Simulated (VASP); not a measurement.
Wanted: the native input for a VASP 6.6.1 run.

```yaml
Task: relaxation of cell and atoms
Functional: PBE
Potentials_or_basis: VASP PAW PBE potentials, release 64 (Li_sv, Ca_sv, O)
Cutoff: 600 eV
k_mesh: 6 × 6 × 4
Occupations: gaussian, width 0.1 eV
Spin: no spin polarisation
Dipole_correction: no
Further_INCAR_settings: ALGO = Normal; EDIFF = 1e-06; IBRION = 2; EDIFFG = -0.04; NSW = 90; ISIF = 3
```

The structure of Li2CaO2 lies in POSCAR:

```
Li2CaO2
1.0
    3.3597039113      0.0000000000      0.0000000000
   -1.6798519557      2.9095889364      0.0000000000
    0.0000000000      0.0000000000      5.4717747976
Li Ca O
2 1 2
Direct
    0.3333333333      0.6666666667      0.8839502270
    0.6666666667      0.3333333333      0.1160497730
    0.0000000000      0.0000000000      0.5000000000
    0.3333333333      0.6666666667      0.2437330843
    0.6666666667      0.3333333333      0.7562669157
```

These files were run (other wordings do the same):

INCAR

```
ALGO = Normal
EDIFF = 1E-6
EDIFFG = -0.04
ENCUT = 600
GGA = PE
IBRION = 2
ISIF = 3
ISMEAR = 0
LASPH = T
LCHARG = F
LREAL = F
LWAVE = F
NELM = 100
NSW = 90
PREC = Accurate
SIGMA = 0.1
```

KPOINTS

```
k-points
0
Gamma
  6 6 4
```

Potentials or basis: VASP PAW PBE potentials, release 64 (Li_sv, Ca_sv, O).

Command:

```sh
$ cat potpaw_PBE.64/Li_sv/POTCAR potpaw_PBE.64/Ca_sv/POTCAR potpaw_PBE.64/O/POTCAR > POTCAR
$ mpirun -np 1 vasp_std > vasp.out
```

It gave:

```yaml
Pressure_after_relaxing: 0.1 GPa
Largest_force_after_relaxing: 0.027 eV/Å
Band_gap_on_the_k_mesh: 4.66 eV (least direct gap 4.86 eV)
```

Caveat: the cutoff is under 1.25 times the usual one of these potentials, so pressure, stress and relaxed cells hold a basis-set (Pulay) error; the relaxation stopped at its first step, so nothing moved.

It took 20 s on 1 thread of Intel(R) Xeon(R) 6975P-C (Granite Rapids) (shared host), peak memory 0.19 GiB.
